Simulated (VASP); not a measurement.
# Li2S: single point with PBE-based screened hybrid

Crystal: Li2S.

```xyz
3
Lattice="0.0000 2.8453 2.8453 2.8453 0.0000 2.8453 2.8453 2.8453 0.0000" Properties=species:S:1:pos:R:3 pbc="T T T"
S     0.0000    0.0000    0.0000
Li    1.4226    1.4226    1.4226
Li    4.2679    4.2679    4.2679
```

- Program: VASP 6.6.1
- Task: single point
- Functional: PBE-based screened hybrid
- Potentials or basis: VASP PAW PBE potentials, release 64 (S, Li_sv)
- Cutoff: 650 eV
- k mesh: 4 × 4 × 4
- Occupations: gaussian, width 0.01 eV
- Spin: no spin polarisation
- Dipole correction: no
- Grid for exact exchange (PRECFOCK): Normal
- Share of exact exchange: 0.4
- Further INCAR settings: ALGO = Normal; EDIFF = 1e-06; NBANDS = 13
- Screening parameter: 0.3 1/Å

| Property | Result |
| --- | --- |
| Pressure | -0.9 GPa |
| Band gap on the k mesh | 4.59 eV, indirect (least direct gap 5.66 eV) |

Levels at points of the mesh, in eV from the valence-band top:
```tsv
k point	band 4	band 5	band 6	band 7	band 8	band 9
(0.00, 0.00, 0.00)	0.00	0.00	0.00	5.66	7.72	7.72
(0.50, 0.00, 0.00)	-3.22	-0.56	-0.56	7.61	8.04	8.04
(0.50, 0.50, 0.00)	-2.47	-1.57	-1.57	4.59	8.56	13.00
```

Run time: 2.3 min on 1 thread of Intel(R) Xeon(R) 6975P-C (Granite Rapids) (shared host), peak memory 0.29 GiB.

Caveat: the k points lie up to 0.48 Å⁻¹ apart; the PAW data sets were made with another functional, which shifts forces and pressure a little. A k mesh can miss the band edges.
